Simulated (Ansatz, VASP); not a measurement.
MgH2Ir2 in VASP and in Ansatz

```
Mg H Ir
1.0
     2.80163    0.00000    0.00000
    -1.40082    2.42629    0.00000
     0.00000    0.00000    8.03125
Mg H Ir
1 2 2
Cartesian
  0.0000 0.0000 4.0156
  0.0000 1.6175 0.0000
  1.4008 0.8088 0.0000
  0.0000 0.0000 6.5772
  0.0000 0.0000 1.4540
```

Alike in both runs: functional PBE; k mesh 18 × 18 × 6; occupations gaussian, width 0.1 eV; collinear spin.

Ansatz relaxed the structure, and its values are those at the end. VASP's run is a single point on that final structure, the one shown.

```csv
,VASP,Ansatz
version,VASP 6.6.1,Ansatz 0.2.0
potentials or method,"VASP PAW PBE potentials, release 64 (Mg, H, Ir), cutoff 520 eV","scalar-relativistic, plane waves, PAW"
valence electrons in the cell,22,46
```

```csv
,VASP,Ansatz,Ansatz less VASP
gap on the k mesh at the Fermi level (eV),none,none,-
pressure (GPa),0.2,0.0,-0.12
rms of the force components (eV/Å),0.012,0.001,-0.0112
net moment per atom (μB),0.00,0.00,0.000
```

A gap of «none» marks a metal or a gap that the smearing closes. VASP's potentials hold 22 valence electrons a cell and Ansatz's 46, so a difference there can come from the potentials and not from the codes. Ansatz's warnings: seeded moment not kept.

Neither program's run includes spin-orbit coupling.
